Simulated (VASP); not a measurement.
AlNi3:

```
Ni Al
1.0
     3.52305    0.00000    0.00000
     0.00000    3.52305    0.00000
     0.00000    0.00000    3.52305
Ni Al
3 1
Direct
  0.50000 0.50000 0.00000
  0.50000 0.00000 0.50000
  0.00000 0.50000 0.50000
  0.00000 0.00000 0.00000
```

| Property | Result |
| --- | --- |
| Program | VASP 6.6.1 |
| Task | relaxation of cell and atoms |
| Functional | PBE |
| Potentials or basis | VASP PAW PBE potentials, release 64 (Ni, Al) |
| Cutoff | 600 eV |
| k mesh | 8 × 8 × 8 |
| Occupations | fermi-dirac, width 0.05 eV |
| Spin | collinear spin, ferromagnetic start |
| Starting moments | [1.0, 1.0, 1.0, 0.0] μB |

At the start: pressure 7.2 GPa; volume 10.93 Å³/atom.

Task: Where does the relaxation end?

Result: Over 4 steps the energy falls by 6.3 meV/atom and the volume is 11.34 Å³/atom (+3.7 %); space group Pm-3m (No. 221, to 0.1 Å) before and after; moment 0.00 μB per cell.

The path:
```tsv
step	energy change (eV)	largest force (eV/Å)	pressure (GPa)	volume (Å³)
1	0.0000	0.0000	7.23	43.73
2	0.0043	0.0000	-5.76	46.92
3	-0.0250	0.0000	0.75	45.17
4	-0.0253	0.0000	-0.09	45.36
```

Final structure:
```
Ni Al
1.0
     3.56637    0.00000    0.00000
     0.00000    3.56637    0.00000
     0.00000    0.00000    3.56637
Ni Al
3 1
Cartesian
  1.7832 1.7832 0.0000
  1.7832 0.0000 1.7832
  0.0000 1.7832 1.7832
  0.0000 0.0000 0.0000
```

Caveat: the moments typed at the start vanished in this run.
